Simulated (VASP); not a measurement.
Here is a VASP 6.6.1 calculation.

Contents of INCAR:

```
SYSTEM = Mo3P4
PREC = Accurate ; ENCUT = 520
EDIFF = 1E-7 ; ISMEAR = 0
SIGMA = 0.1 ; LREAL = .False.
LASPH = .True. ; NELM = 80
ALGO = Normal ; ISIF = 2
LWAVE = .False. ; LCHARG = .False.
GGA = PE ; NBANDS = 40
```

The input KPOINTS:

```
Automatic mesh
0
Gamma
  4 4 4
  0 0 0
```

Contents of POSCAR:

```
Mo3P4
1.0
    5.2397490600      0.0000000000      0.0000000000
    0.0000000000      5.2397490600      0.0000000000
    0.0000000000      0.0000000000      5.2397490600
Mo P
3 4
Direct
    0.0000000000      0.0000000000      0.5000000000
    0.5000000000      0.0000000000      0.0000000000
    0.0000000000      0.5000000000      0.0000000000
    0.7237776700      0.2762223300      0.2762223300
    0.2762223300      0.7237776700      0.2762223300
    0.2762223300      0.2762223300      0.7237776700
    0.7237776700      0.7237776700      0.7237776700
```

Potentials or basis: VASP PAW PBE potentials, release 64 (Mo_sv, P).

The run is started by

```sh
$ cat potpaw_PBE.64/Mo_sv/POTCAR potpaw_PBE.64/P/POTCAR > POTCAR
$ mpirun -np 1 vasp_std > vasp.out
```

**Question.** What does it give for the largest force?

**Answer.** 0.253 eV/Å.

**Question.** What does it give for the band gap on the k mesh?

**Answer.** Zero (band 31 reaches 6.68 eV, above the bottom of band 32 at 6.09 eV).

Forces on the atoms (eV/Å):
```
Mo   0.000  0.000  0.000
Mo   0.000  0.000  0.000
Mo   0.000  0.000  0.000
P    0.146 -0.146 -0.146
P   -0.146  0.146 -0.146
P   -0.146 -0.146  0.146
P    0.146  0.146  0.146
```
